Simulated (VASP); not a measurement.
Wanted: the native input for a VASP 6.6.1 run.

| Quantity | Value |
| --- | --- |
| Task | single point |
| Functional | LDA |
| Potentials or basis | VASP PAW LDA potentials, release 64 (Ga_d, N_h) |
| Cutoff | 1330 eV |
| k mesh | 10 × 10 × 10 |
| Occupations | gaussian, width 0.01 eV |
| Spin | no spin polarisation |
| Dipole correction | no |
| Further INCAR settings | ALGO = Normal; EDIFF = 1e-06; NBANDS = 16 |

The structure of GaN lies in POSCAR:

```
GaN
1.0
    2.2136479014      2.2136479014      0.0000000000
   -2.2136479014      2.2136479014      0.0000000000
    0.0000000000      2.2136479014      2.2136479014
Ga N
1 1
Direct
    0.0000000000      0.0000000000      0.0000000000
    0.2500000000      0.7500000000      0.5000000000
```

One way to write it, as run:

INCAR

```
SYSTEM = GaN
ALGO = Normal
EDIFF = 1E-6
ENCUT = 1330
GGA_COMPAT = .FALSE.
ISIF = 2
ISMEAR = 0
LASPH = .TRUE.
LCHARG = .FALSE.
LREAL = .FALSE.
LWAVE = .FALSE.
NBANDS = 16
NELM = 120
PREC = Accurate
SIGMA = 0.01
```

KPOINTS

```
k-points
0
G
  10 10 10
  0 0 0
```

Potentials or basis: VASP PAW LDA potentials, release 64 (Ga_d, N_h).

Run with:

```sh
$ cat potpaw_LDA.64/Ga_d/POTCAR potpaw_LDA.64/N_h/POTCAR > POTCAR
$ mpirun -np 1 vasp_std > vasp.out
```

Results of the run:

```yaml
Pressure: 5.0 GPa
Band_gap_on_the_k_mesh: 2.10 eV
```

Caveat: the cell stands under pressure.

Run time: 99 s on 1 thread of Intel(R) Xeon(R) Platinum 8375C CPU @ 2.90GHz (Ice Lake), on a shared host, peak memory 0.24 GiB.
